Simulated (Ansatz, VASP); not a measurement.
# Two plane-wave programs on Rh

File INCAR:

```
SYSTEM = Rh
PREC = Accurate ; ENCUT = 520
EDIFF = 1E-6 ; ISMEAR = -1
SIGMA = 0.1 ; LREAL = .False.
LASPH = .True. ; NELM = 80
ALGO = Normal ; ISIF = 2
LWAVE = .False. ; LCHARG = .False.
GGA = PE ; NBANDS = 14
```

Contents of KPOINTS:

```
regular mesh
0
Gamma
  9 9 9
  0 0 0
```

Contents of POSCAR:

```
Rh
1.0
    0.0000000000      1.9160595532      1.9160595532
    1.9160595532      0.0000000000      1.9160595532
    1.9160595532      1.9160595532      0.0000000000
Rh
1
Direct
    0.0000000000      0.0000000000      0.0000000000
```

Input for Ansatz:

```yaml
crystal:
  lattice:
    - [0.0, 1.9160595532, 1.9160595532]
    - [1.9160595532, 0.0, 1.9160595532]
    - [1.9160595532, 1.9160595532, 0.0]
  atoms:
    - { symbol: Rh, position: [0.0, 0.0, 0.0] }
hamiltonian:
  xc: pbe
  pseudopotentials:
    kind: paw
    azcp:
      Rh: "pseudopotentials/Rh.paw.azcp"
basis:
  ecutwfc: 420
  fft_grid_basis: typed
kpoints:
  mp_grid: { grid: [9, 9, 9], shift: [0, 0, 0] }
magnetization:
  spin_polarized: false
scf:
  occupations: { method: fermi_dirac, width: 0.1 }
  lower_state_search: "off"
output:
  stress: true
```

Alike in both runs: task single point; functional PBE; k mesh 9 × 9 × 9; occupations fermi-dirac, width 0.1 eV; no spin polarisation.

|  | VASP | Ansatz |
| --- | --- | --- |
| version | VASP 6.6.1 | Ansatz 0.2.0 |
| potentials or method | VASP PAW PBE potentials, release 64 (Rh_pv), cutoff 520 eV | plane waves (420 eV) with PAW, scalar-relativistic |
| valence electrons in the cell | 15 | 17 |

VASP gave:

```
pressure (GPa) : 0.2
```

Q: What did Ansatz give for the same quantities?

A: Pressure (GPa): 0.1.

VASP's potentials hold 15 valence electrons a cell and Ansatz's 17, so a difference there can come from the potentials and not from the codes.
